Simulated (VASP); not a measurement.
Here is a VASP 6.6.1 calculation.

Contents of INCAR:

```
SYSTEM = C
PREC = Accurate
ENCUT = 520
EDIFF = 1E-6
ISMEAR = 0
SIGMA = 0.05
LREAL = .False.
LASPH = .True.
NELM = 120
ALGO = Normal
ISIF = 2
LWAVE = .False.
LCHARG = .False.
LDIPOL = .True.
IDIPOL = 3
DIPOL = 0.5 0.5 0.500
GGA = PE
NBANDS = 11
GGA_COMPAT = .False.
NELMDL = -8
```

The input KPOINTS:

```
Automatic mesh
0
Gamma
  15 15 1
  0 0 0
```

The input POSCAR:

```
C
1.0
    2.4657778700      0.0000000000      0.0000000000
   -1.2328889350      2.1354262760      0.0000000000
    0.0000000000      0.0000000000     20.0000000000
C
2
Direct
    0.0000000000      0.0000000000      0.5000000000
    0.6666666667      0.3333333333      0.5000000000
```

Potentials or basis: VASP PAW PBE potentials, release 64 (C).

Command:

```bash
$ cat potpaw_PBE.64/C/POTCAR > POTCAR
$ mpirun -np 1 vasp_std > vasp.out
```

Problem. Estimate the band gap on the k mesh.

Solution. Zero (filled and empty bands touch).
